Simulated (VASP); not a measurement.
**Ni: single point with PBEsol**

Crystal: Ni.

```xyz
2
Lattice="2.4037 0.0000 0.0000 -1.2019 2.0817 0.0000 0.0000 0.0000 3.9991" Properties=species:S:1:pos:R:3 pbc="T T T"
Ni    0.0000    1.3878    0.9998
Ni    1.2019    0.6939    2.9993
```

This isn't the form of Ni at room conditions, which is fcc.

```
Program             : VASP 6.6.1
Task                : single point
Functional          : PBEsol
Potentials or basis : VASP PAW PBE potentials, release 64 (Ni)
Cutoff              : 520 eV
k mesh              : 13 × 13 × 7
Occupations         : fermi-dirac, width 0.1 eV
Spin                : collinear spin, ferromagnetic start
Starting moments    : [1.5, 1.5] μB
```

The pressure is 10.2 GPa, the net moment is 1.20 μB per cell and the site moments are Ni +0.60 μB. The valence electrons inside the program's atomic spheres are Ni 9.48.

Stress tensor (GPa, compression positive):
```
11.67  0.00  0.00
 0.00 11.67  0.00
 0.00  0.00  7.17
```

Levels at points of the mesh, in eV from the Fermi level:
Spin up:
| k point | band 7 | band 8 | band 9 | band 10 | band 11 | band 12 | band 13 | band 14 | band 15 | band 16 |
| --- | --- | --- | --- | --- | --- | --- | --- | --- | --- | --- |
| (0.00, 0.00, 0.00) | -2.24 | -1.70 | -1.70 | -0.72 | -0.68 | -0.68 | 6.00 | 23.52 | 25.89 | 26.26 |
Spin down:
```csv
k point,band 5,band 6,band 7,band 8,band 9,band 10,band 11,band 12,band 13,band 14
"(0.00, 0.00, 0.00)",-1.90,-1.59,-1.59,-1.06,-1.06,-0.73,0.00,0.00,6.40,23.43
```

Run time: 28 s on 1 thread of Intel(R) Xeon(R) 6975P-C (Granite Rapids), on a shared host, peak memory 0.17 GiB.

Caveat: the cell stands under pressure; the PAW data sets were made with another functional, which shifts forces and pressure a little.
